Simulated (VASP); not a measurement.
Set up this calculation in VASP 6.6.1, as the native input.

```
Task                   : single point
Functional             : PBEsol
Potentials or basis    : VASP PAW PBE potentials, release 64 (Ge_d)
Cutoff                 : 520 eV
k mesh                 : 11 × 11 × 11
Occupations            : fermi-dirac, width 0.05 eV
Spin                   : no spin polarisation
Dipole correction      : no
Further INCAR settings : ALGO = Normal; EDIFF = 1e-07; NBANDS = 21
```

The structure of Ge lies in POSCAR:

```
Ge
1.0
    0.0282877000      2.8429138500      2.8429138500
    2.8429138500      0.0282877000      2.8429138500
    2.8429138500      2.8429138500      0.0282877000
Ge
2
Direct
    0.5000000000      0.5000000000      0.5000000000
    0.7500000000      0.7500000000      0.7500000000
```

This cell differs from its parent crystal: equal xy, yz and zx shear strains of +1 %.

The input as run:

INCAR

```
PREC = Accurate ; ENCUT = 520
EDIFF = 1E-7 ; ISMEAR = -1
SIGMA = 0.05 ; LREAL = False
LASPH = True ; NELM = 100
ALGO = Normal ; ISIF = 2
LWAVE = False ; LCHARG = False
GGA = PS ; NBANDS = 21
```

KPOINTS

```
Automatic mesh
0
Gamma
  11 11 11
```

Potentials or basis: VASP PAW PBE potentials, release 64 (Ge_d).

The run is started by

```sh
$ cat potpaw_PBE.64/Ge_d/POTCAR > POTCAR
$ mpirun -np 1 vasp_std > vasp.out
```

Results of the run:

The pressure is 0.6 GPa, the largest force is 0.142 eV/Å and the band gap on the k mesh is zero (filled and empty bands touch).

Caveat: the cell differs from its parent crystal (equal xy, yz and zx shear strains of +1 %); semilocal functionals underestimate gaps, so a narrow gap can read as zero; the PAW data sets were made with another functional, which shifts forces and pressure a little.

Wall time 3.9 min on 1 thread of AMD EPYC 7571, on a shared host, peak memory 0.21 GiB.
